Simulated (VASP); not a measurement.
AlRu, 2 atoms in the cell. The structure is cubic, space group Pm-3m (No. 221). Conventional cell: a = 2.745 Å, b = 2.745 Å, c = 2.745 Å, α = 90.00°, β = 90.00°, γ = 90.00°. Within 3.1 Å of Al (site symmetry m-3m) lie 8 Ru at 2.38 Å and 6 Al at 2.74 Å. Ru (site symmetry m-3m) has 8 Al at 2.38 Å and 6 Ru at 2.74 Å within 3.1 Å. 

```yaml
Program: VASP 6.6.1
Task: single point
Functional: PBEsol
Potentials_or_basis: VASP PAW PBE potentials, release 64 (Al, Ru_pv)
Cutoff: 520 eV
k_mesh: 16 × 16 × 16
Occupations: gaussian, width 0.1 eV
Spin: no spin polarisation
Dipole_correction: no
Further_INCAR_settings: ALGO = Normal; EDIFF = 1e-07; NBANDS = 16
```

Potentials or basis: VASP PAW PBE potentials, release 64 (Al, Ru_pv).

The run is started by

```console
$ cat potpaw_PBE.64/Al/POTCAR potpaw_PBE.64/Ru_pv/POTCAR > POTCAR
$ mpirun -np 1 vasp_std > vasp.out
```

Hardware: 1 thread of Intel Xeon 8259CL, on a shared host.

Q: Estimate the wall time of this run.

A: Wall time 35 s on 1 thread of Intel Xeon 8259CL, on a shared host, peak memory 0.17 GiB. Counts: scf iterations 12, k points 165.
